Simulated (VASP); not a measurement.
# Ga2O (P6/mmm) in VASP: further runs, part 2 of 2

VASP 6.6.1. Earlier steps stand in the parts before.

### 3 Single point, PBE

This run uses another cell than the first one, of 16.22 Å³/atom.

INCAR reads:

```
  PREC = Accurate
  ENCUT = 520
  EDIFF = 1E-6
  ISMEAR = 0
  SIGMA = 0.1
  LREAL = False
  LASPH = True
  NELM = 60
  ALGO = Normal
  ISIF = 2
  LWAVE = False
  LCHARG = True
  GGA = PE
  LELF = True
  LVHAR = True
  NBANDS = 23
```

KPOINTS reads:

```
regular mesh
0
Gamma
  6 6 8
```

POSCAR reads:

```
Ga2O
1.0
    5.0163128100      0.0000000000      0.0000000000
   -2.5081564100      4.3442543300      0.0000000000
    0.0000000000      0.0000000000      2.2323526900
Ga O
2 1
Direct
    0.3333333300      0.6666666700      0.0000000000
    0.6666666700      0.3333333300      0.0000000000
    0.0000000000      0.0000000000      0.0000000000
```

Potentials or basis: VASP PAW PBE potentials, release 64 (Ga_d, O).

Command:

```sh
cat potpaw_PBE.64/Ga_d/POTCAR potpaw_PBE.64/O/POTCAR > POTCAR
mpirun -np 1 vasp_std > vasp.out
```

OUTCAR:

```text
PREC = Accurate
   ENCUT = 520
   EDIFF = 1E-6
   ISMEAR = 0
   LREAL = False
   LASPH = True
   NELM = 60
   ISIF = 2
   GGA = PE

 ion  position               nearest neighbor table
   1  0.333  0.667  0.000-   2 2.90   2 2.90   2 2.90
   2  0.667  0.333  0.000-   1 2.90   1 2.90   1 2.90
   3  0.000  0.000  0.000-

  LATTYP: Found a hexagonal cell.
 ALAT       =     5.0163128100
 C/A-ratio  =     0.4450186371

  Lattice vectors:

 A1 = (   5.0163128100,   0.0000000000,   0.0000000000)
 A2 = (  -2.5081564100,   4.3442543300,   0.0000000000)
 A3 = (   0.0000000000,   0.0000000000,   2.2323526900)

Analysis of symmetry for initial positions (statically):
=====================================================================
 Subroutine PRICEL returns:
 Original cell was already a primitive cell.

 Routine SETGRP: Setting up the symmetry group for a
 hexagonal supercell.

 Subroutine GETGRP returns: Found 24 space group operations
 (whereof 24 operations were pure point group operations)
 out of a pool of 24 trial point group operations.

The static configuration has the point symmetry D_6h.

Analysis of symmetry for dynamics (positions and initial velocities):
=====================================================================
 Subroutine PRICEL returns:
 Original cell was already a primitive cell.

 Routine SETGRP: Setting up the symmetry group for a
 hexagonal supercell.

 Subroutine GETGRP returns: Found 24 space group operations
 (whereof 24 operations were pure point group operations)
 out of a pool of 24 trial point group operations.

The dynamic configuration has the point symmetry D_6h.

 Subroutine INISYM returns: Found 24 space group operations
 (whereof 24 operations are pure point group operations),
 and found     1 'primitive' translations

----------------------------------------------------------------------------------------

                                     Primitive cell

  volume of cell :      48.6477

  direct lattice vectors                    reciprocal lattice vectors
     5.016312810  0.000000000  0.000000000     0.199349610  0.115094551  0.000000000
    -2.508156410  4.344254330  0.000000000     0.000000000  0.230189101  0.000000000
     0.000000000  0.000000000  2.232352690     0.000000000  0.000000000  0.447957890

  length of vectors
     5.016312810  5.016312815  2.232352690     0.230189102  0.230189101  0.447957890

  position of ions in fractional coordinates (direct lattice)
     0.333333330  0.666666670  0.000000000
     0.666666670  0.333333330  0.000000000
     0.000000000  0.000000000  0.000000000

  ion indices of the primitive-cell ions
   primitive index   ion index
                 1           1
                 2           2
                 3           3

----------------------------------------------------------------------------------------

 KPOINTS: regular mesh

Automatic generation of k-mesh.
 Grid dimensions read from file:
 generate k-points for:    6    6    8

 Generating k-lattice:

  Cartesian coordinates                     Fractional coordinates (reciprocal lattice)
     0.033224935  0.019182425  0.000000000     0.166666667  0.000000000  0.000000000
     0.000000000  0.038364850  0.000000000     0.000000000  0.166666667  0.000000000
     0.000000000  0.000000000  0.055994736     0.000000000  0.000000000  0.125000000

  Length of vectors
     0.038364850  0.038364850  0.055994736

  Shift w.r.t. Gamma in fractional coordinates (k-lattice)
     0.000000000  0.000000000  0.000000000

 Subroutine IBZKPT returns following result:
 ===========================================

 Found     35 irreducible k-points:

 Following reciprocal coordinates:
            Coordinates               Weight
  0.000000  0.000000  0.000000      1.000000
  0.166667  0.000000  0.000000      6.000000
  0.333333  0.000000  0.000000      6.000000
  0.500000  0.000000  0.000000      3.000000
  0.166667  0.166667  0.000000      6.000000
  0.333333  0.166667  0.000000     12.000000
[... 16 lines left out ...]
  0.166667  0.000000  0.375000     12.000000
  0.333333  0.000000  0.375000     12.000000
 [... further k-points ...]
   k-points           NKPTS =     35   k-points in BZ     NKDIM =     35   number of bands    NBANDS=     23
   number of dos      NEDOS =    301   number of ions     NIONS =      3
   total plane-waves  NPLWV =  28800
   dimension x,y,z NGX =    40 NGY =   40 NGZ =   18
   dimension x,y,z NGXF=    80 NGYF=   80 NGZF=   36
   ions per type =               2   1
   NGX,Y,Z   is equivalent  to a cutoff of  13.26, 13.26, 13.40 a.u.
   NGXF,Y,Z  is equivalent  to a cutoff of  26.51, 26.51, 26.81 a.u.
 SYSTEM =  unknown system
   PREC   = accura    normal or accurate (medium, high low for compatibility)
   ISTART =      0    job   : 0-new  1-cont  2-samecut
   ICHARG =      2    charge: 1-file 2-atom 10-const
   ISPIN  =      1    spin polarized calculation?
   LNONCOLLINEAR =      F non collinear calculations
   LSORBIT =      F    spin-orbit coupling
   LASPH  =      T    aspherical Exc in radial PAW
   ENCUT  =  520.0 eV  38.22 Ry    6.18 a.u.   9.33  9.33  4.15*2*pi/ulx,y,z
   NELM   =     60;   NELMIN=  2; NELMDL= -5     # of ELM steps
   EDIFF  = 0.1E-05   stopping-criterion for ELM
   LREAL  =      F    real-space projection
   EDIFFG = 0.1E-04   stopping-criterion for IOM
   NSW    =      0    number of steps for IOM
   IBRION =     -1    ionic relax: 0-MD 1-quasi-New 2-CG
   NFREE  =      0    steps in history (QN), initial steepest desc. (CG)
   ISIF   =      2    stress and relaxation
   ISYM   =      2    0-nonsym 1-usesym 2-fastsym
   POTIM  = 0.5000    time-step for ionic-motion
   TEBEG  =    0.0;   TEEND  =   0.0 temperature during run
   PSTRESS=    0.0 pullay stress
   NELECT =      32.0000    total number of electrons
   NUPDOWN=      -1.0000    fix difference up-down
   EMIN   =  10.00;   EMAX   =-10.00  energy-range for DOS
   EFERMI =   0.00;   METHOD = LEGACY
   ISMEAR =     0;   SIGMA  =   0.10  broadening in eV -4-tet -1-fermi 0-gaus
   EFERMI_NEDOS =   21; number of points for ismear=-14 and -15
   IALGO  =     38    algorithm
   IMIX   =      4    mixing-type and parameters
     AMIX     =   0.40;   BMIX     =  1.00
     AMIX_MAG =   1.60;   BMIX_MAG =  1.00
  volume/ion in A,a.u.               =      16.22       109.43
  Fermi-wavevector in a.u.,A,eV,Ry     =   1.423762  2.690519 27.580330  2.027097
  Thomas-Fermi vector in A             =   2.544325
   LORBIT       =      0    0 simple, 1 ext, 2 COOP (PROOUT), +10 PAW based schemes
   GGA     = PE    functional components
   LHFCALC =     F    Hartree Fock is set to
   AEXX    =    0.0000 exact exchange contribution
   IVDW    =     0    specifies the selected vdW correction
   LEPSILON=     F    determine dielectric tensor
   LRPA    =     F    only Hartree local field effects (RPA)
 non-spin polarized calculation
 Gauss-broadening in eV      SIGMA  =   0.10
  energy-cutoff  :      520.00
  volume of cell :       48.65
 maximum number of plane-waves:      1341
 NGX is ok and might be reduce to    40
   NGX = 19   NGY = 19   NGZ =  9

 number of electron      31.9999989 magnetization

 Free energy of the ion-electron system (eV)
  ---------------------------------------------------
  ext. energy  EPLUGINS =         0.00000000
  ---------------------------------------------------
  free energy    TOTEN  =        -9.41884594 eV

  energy without entropy =       -9.41469118  energy(sigma->0) =       -9.41676856

 E-fermi :   3.7286     XC(G=0): -10.6583

 val. band max:        3.7091035421   @ k =   0.1667   0.0000   0.1250
 cond. band min:       3.8169737043   @ k =   0.3333   0.0000   0.1250
 fundamental gap:      0.1078701621
 Fermi energy:         3.7286290972

 k-point     1 :       0.0000    0.0000    0.0000
  band No.  band energies     occupation
      1     -13.3832      2.00000
      2     -12.1193      2.00000
      3     -12.0804      2.00000
      4     -11.3164      2.00000
      5     -11.3164      2.00000
      6     -11.2383      2.00000
[... 15 lines left out ...]
     22      19.9748      0.00000
     23      19.9748      0.00000
[... 575 lines left out ...]
      1     -11.8769      2.00000
      2     -11.5200      2.00000
      3     -11.4925      2.00000
      4     -11.4190      2.00000
      5     -11.3949      2.00000
      6     -11.2469      2.00000
[... 15 lines left out ...]
     22      12.5768      0.00000
     23      14.3060      0.00000

 [... further k-points ...]

------------------------ aborting loop because EDIFF is reached ----------------------------------------

  FORCE on cell =-STRESS in cart. coord.  units (eV):
  Direction    XX          YY          ZZ          XY          YZ          ZX
  --------------------------------------------------------------------------------------
  -------------------------------------------------------------------------------------
  Total       -3.4160164     -3.4160164      8.1137181      0.0000000      0.0000000      0.0000000
  in kB     -112.5039747   -112.5039749    267.2193067      0.0000001      0.0000000      0.0000000
  external PRESSURE =      14.0704524 kB  Pullay stress =       0.0000000 kB

 VOLUME and BASIS-vectors are now :
 -----------------------------------------------------------------------------
  energy-cutoff  :      520.00
  volume of cell :       48.65
      direct lattice vectors                 reciprocal lattice vectors
     5.016312810  0.000000000  0.000000000     0.199349610  0.115094551  0.000000000
    -2.508156410  4.344254330  0.000000000     0.000000000  0.230189101  0.000000000
     0.000000000  0.000000000  2.232352690     0.000000000  0.000000000  0.447957890

 POSITION                                       TOTAL-FORCE (eV/Angst)
 -----------------------------------------------------------------------------------
     -0.00000      2.89617      0.00000         0.000000      0.000000      0.000000
      2.50816      1.44808      0.00000        -0.000000     -0.000000     -0.000000
      0.00000      0.00000      0.00000         0.000000      0.000000     -0.000000
 -----------------------------------------------------------------------------------
    total drift:                                0.000000     -0.000000      0.000000

  FREE ENERGIE OF THE ION-ELECTRON SYSTEM (eV)
  ---------------------------------------------------
  free  energy   TOTEN  =        -9.4188459447 eV

  energy  without entropy=       -9.4146911840  energy(sigma->0) =       -9.41676856
```

OSZICAR:

```text
N       E                     dE             d eps       ncg     rms          rms(c)
DAV:   1     0.205462138519E+03    0.20546E+03   -0.15345E+04  1760   0.248E+03
DAV:   2     0.126546943410E+02   -0.19281E+03   -0.17935E+03  1758   0.457E+02
DAV:   3    -0.102755097825E+02   -0.22930E+02   -0.21970E+02  1848   0.118E+02
DAV:   4    -0.108751355300E+02   -0.59963E+00   -0.59902E+00  1885   0.213E+01
DAV:   5    -0.108876476564E+02   -0.12512E-01   -0.12510E-01  1877   0.285E+00    0.845E+00
DAV:   6    -0.122872745649E+02   -0.13996E+01   -0.13881E+01  2117   0.239E+01    0.139E+01
DAV:   7    -0.945108942791E+01    0.28362E+01   -0.43638E+00  1959   0.126E+01    0.241E+00
DAV:   8    -0.946550123137E+01   -0.14412E-01   -0.45134E-01  1731   0.344E+00    0.181E+00
DAV:   9    -0.942348023807E+01    0.42021E-01   -0.35115E-02  2269   0.212E+00    0.639E-01
DAV:  10    -0.941960989827E+01    0.38703E-02   -0.13247E-02  1778   0.848E-01    0.305E-01
DAV:  11    -0.941875211591E+01    0.85778E-03   -0.32896E-03  2128   0.477E-01    0.442E-02
DAV:  12    -0.941885011358E+01   -0.97998E-04   -0.26940E-04  1795   0.128E-01    0.260E-02
DAV:  13    -0.941884841649E+01    0.16971E-05   -0.16656E-05  1969   0.444E-02    0.123E-02
DAV:  14    -0.941884612927E+01    0.22872E-05   -0.40615E-06  1771   0.163E-02    0.379E-03
DAV:  15    -0.941884594472E+01    0.18455E-06   -0.38801E-07   988   0.472E-03
   1 F= -.94188459E+01 E0= -.94167686E+01  d E =-.415476E-02
```

stdout:

```text
POSCAR found type information on POSCAR GaO
 POSCAR found :  2 types and       3 ions
 scaLAPACK will be used
 LDA part: xc-table for (Slater+PW92), standard interpolation
 POSCAR, INCAR and KPOINTS ok, starting setup
 FFT: planning ... GRIDC
 FFT: planning ... GRID_SOFT
 FFT: planning ... GRID
 WAVECAR not read
 entering main loop
```

Run time: 47 s. Hardware: 1 thread of Intel Xeon 8259CL, shared host; peak memory 0.19 GiB.

Results:

- Free energy: -9.4188 eV
- Pressure: 1.4 GPa
- Band gap on the k mesh: zero (bands 16 and 17 overlap by 2.19 eV)

Stress tensor (GPa, compression positive):
```
-11.25   0.00   0.00
  0.00 -11.25   0.00
  0.00   0.00  26.72
```

Levels at points of the mesh, in eV from the Fermi level:
| k point | band 12 | band 13 | band 14 | band 15 | band 16 | band 17 | band 18 | band 19 | band 20 | band 21 |
| --- | --- | --- | --- | --- | --- | --- | --- | --- | --- | --- |
| (0.00, 0.00, 0.00) | -9.58 | -4.89 | -2.96 | -2.96 | -1.76 | -1.76 | 1.73 | 4.63 | 4.63 | 11.77 |
| (0.50, 0.00, 0.00) | -9.07 | -7.41 | -4.09 | -1.54 | 0.11 | 0.35 | 1.73 | 4.40 | 4.93 | 9.32 |
| (0.00, 0.00, 0.50) | -4.25 | -2.04 | -1.34 | -0.93 | -0.93 | 0.59 | 4.60 | 4.69 | 4.69 | 8.39 |
| (0.50, 0.00, 0.50) | -3.78 | -2.08 | -1.93 | -1.12 | -0.76 | 0.86 | 1.30 | 5.01 | 7.41 | 7.62 |

### 4 Relaxation of cell and atoms, PBE

This run uses another cell than the first one, of 16.22 Å³/atom.

INCAR reads:

```
ALGO = Normal
EDIFF = 1E-6
EDIFFG = -0.04
ENCUT = 600
GGA = PE
IBRION = 2
ISIF = 3
ISMEAR = 0
LASPH = True
LCHARG = False
LREAL = False
LWAVE = False
NELM = 100
NSW = 90
PREC = Accurate
SIGMA = 0.1
```

KPOINTS reads:

```
k-points
0
Gamma
  6 6 8
```

POSCAR is that of step 3.

Command:

```sh
cat potpaw_PBE.64/Ga_d/POTCAR potpaw_PBE.64/O/POTCAR > POTCAR
mpirun -np 1 vasp_std > vasp.out
```

It took 4.8 min on 1 thread of Intel Xeon 8259CL, shared host; peak memory 0.2 GiB.

Results (log left out):

* Free energy: -10.5949 eV
* Relaxed volume: 15.34 Å³/atom
* Relaxed cell: a = 4.302 Å, b = 4.302 Å, c = 2.872 Å, α = 90.00°, β = 90.00°, γ = 120.00°
* Space group after relaxing (to 0.1 Å): P6/mmm (No. 191)
* Energy gained by relaxing: 391.9 meV/atom
* Ionic steps: 9
* Pressure after relaxing: 0.0 GPa
* Band gap on the k mesh: zero (bands 16 and 17 overlap by 0.76 eV)

Stress tensor (GPa, compression positive):
```
 0.16  0.00  0.00
 0.00  0.16  0.00
 0.00  0.00 -0.29
```

The path:
```csv
step,energy change (eV),largest force (eV/Å),pressure (GPa),volume (Å³)
1,0.0000,0.0000,1.33,48.65
2,-0.7751,0.0000,-5.20,49.07
3,-0.9776,0.0000,-5.97,48.91
4,-1.1583,0.0000,-2.34,47.96
5,-1.1515,0.0000,-3.19,48.17
6,-1.1570,0.0000,-2.80,48.07
7,-1.1709,0.0000,1.01,45.65
8,-1.1736,0.0000,-0.19,46.31
9,-1.1757,0.0000,0.01,46.03
```

Final structure:
```
Ga O
1.0
     4.30213    0.00000    0.00000
    -2.15107    3.72575    0.00000
     0.00000    0.00000    2.87190
Ga O
2 1
Direct
  0.33333 0.66667 0.00000
  0.66667 0.33333 0.00000
  0.00000 0.00000 0.00000
```

Levels at points of the mesh, in eV from the Fermi level:
```
           k point  band 13  band 14  band 15  band 16  band 17  band 18  band 19  band 20
(0.00, 0.00, 0.00)    -3.11    -3.11    -0.42    -0.30    -0.16    -0.16     8.13     8.61
(0.50, 0.00, 0.00)    -5.60    -4.48    -0.30    -0.17     2.29     3.81     9.27    10.03
(0.00, 0.00, 0.50)    -4.64    -2.50    -2.50    -0.20     2.31     2.31     3.66     4.03
(0.50, 0.00, 0.50)    -3.39    -2.72    -2.27    -1.86     0.72     0.93     4.16     6.90
```

Caveat: a cell axis changed by over 15 % at a fixed basis, so the end point is rough.

### 5 Single point, PBE, collinear spin, ferromagnetic start

INCAR reads:

```
PREC     = Accurate       # precision mode
ENCUT    = 520            # plane-wave cutoff, eV
EDIFF    = 1E-6           # SCF threshold, eV
ISMEAR   = 0              # smearing method
SIGMA    = 0.1            # smearing width, eV
LREAL    = F              # projectors in reciprocal space
LASPH    = T              # aspherical terms in the spheres
NELM     = 150            # most SCF steps
ALGO     = Normal         # electronic algorithm
ISIF     = 2              # what is computed and relaxed
LWAVE    = F              # write WAVECAR
LCHARG   = T              # write CHGCAR
ISPIN    = 2              # spin polarisation
MAGMOM   = 0 0 1          # initial moments
LORBIT   = 11             # projections on sites
GGA      = PE             # functional
LELF     = T              # ELF
LVHAR    = T            
NBANDS   = 27             # bands
```

KPOINTS reads:

```
Automatic mesh
0
Gamma
  6 6 6
```

POSCAR reads:

```
Ga2O
1.0
    4.3002767499      0.0000000000      0.0000000000
   -2.1501383750      3.7241489087      0.0000000000
    0.0000000000      0.0000000000      2.9081833697
Ga O
2 1
Direct
    0.3333333333      0.6666666667      0.0000000000
    0.6666666667      0.3333333333      0.0000000000
    0.0000000000      0.0000000000      0.0000000000
```

Command:

```sh
cat potpaw_PBE.64/Ga_d/POTCAR potpaw_PBE.64/O/POTCAR > POTCAR
mpirun -np 1 vasp_std > vasp.out
```

Run time: 1.7 min. Hardware: 1 thread of Intel Xeon 8259CL, shared host; peak memory 0.21 GiB.

The run converged. Its results:

```
Free energy                                           : -10.6369 eV
Pressure                                              : 0.1 GPa
Band gap on the k mesh                                : zero (filled and empty bands overlap)
Net moment                                            : 0.00 μB per cell
Valence electrons inside the program's atomic spheres : Ga 11.54; O 4.81
```

Stress tensor (GPa, compression positive):
```
 0.22  0.00  0.00
 0.00  0.22  0.00
 0.00  0.00 -0.02
```

Levels at points of the mesh, in eV from the Fermi level:
Spin up:
| k point | band 14 | band 15 | band 16 | band 17 | band 18 | band 19 |
| --- | --- | --- | --- | --- | --- | --- |
| (0.00, 0.00, 0.00) | -3.01 | -0.31 | -0.25 | -0.02 | -0.02 | 7.87 |
| (0.50, 0.00, 0.00) | -4.36 | -0.19 | -0.17 | 2.42 | 3.94 | 8.72 |
| (0.00, 0.00, 0.50) | -2.43 | -2.43 | -0.09 | 2.31 | 2.31 | 3.83 |
| (0.50, 0.00, 0.50) | -2.62 | -2.29 | -1.73 | 0.85 | 0.98 | 4.19 |
Spin down:
```
           k point  band 12  band 13  band 14  band 15  band 16  band 17  band 18  band 19  band 20  band 21
(0.00, 0.00, 0.00)    -8.40    -3.01    -3.01    -0.31    -0.25    -0.02    -0.02     7.87     8.72     8.72
(0.50, 0.00, 0.00)    -8.65    -5.45    -4.36    -0.19    -0.17     2.42     3.94     8.72     9.41    10.17
(0.00, 0.00, 0.50)    -5.21    -4.52    -2.43    -2.43    -0.09     2.31     2.31     3.83     3.98     8.72
(0.50, 0.00, 0.50)    -6.08    -3.34    -2.62    -2.29    -1.73     0.85     0.98     4.19     6.98     7.29
```

Caveat: the k points lie up to 0.36 Å⁻¹ apart, too coarse for converged energies and pressures of a metal.

### 6 Summary

| task | spin | cell | k mesh | cutoff (eV) | gap on the mesh (eV) | pressure (GPa) |
| --- | --- | --- | --- | --- | --- | --- |
| single point | off | a = 4.300, b = 4.300, c = 2.908 Å, angles 90.0, 90.0, 120.0°, 3 atoms | 6 × 6 × 8 | 520 | none | 0.3 |
| single point | off | a = 5.016, b = 5.016, c = 2.232 Å, angles 90.0, 90.0, 120.0°, 3 atoms | 6 × 6 × 8 | 520 | none | 1.4 |
| relaxation of cell and atoms | off | relaxed from a = 5.016, b = 5.016, c = 2.232 Å, angles 90.0, 90.0, 120.0°, 3 atoms | 6 × 6 × 8 | 600 | none | 0.0 |
| single point | collinear, ferromagnetic start | a = 4.300, b = 4.300, c = 2.908 Å, angles 90.0, 90.0, 120.0°, 3 atoms | 6 × 6 × 6 | 520 | none | 0.1 |

Alike in all rows: level PBE; potentials or basis VASP PAW PBE potentials, release 64 (Ga_d, O); smearing gaussian 0.1 eV.

Caveats: some runs use coarse meshes; a cell axis changed by over 15 % at a fixed basis, so the end point is rough (at least some runs).

Total energies depend on the potentials used, so only differences within one code and one set of settings carry meaning.
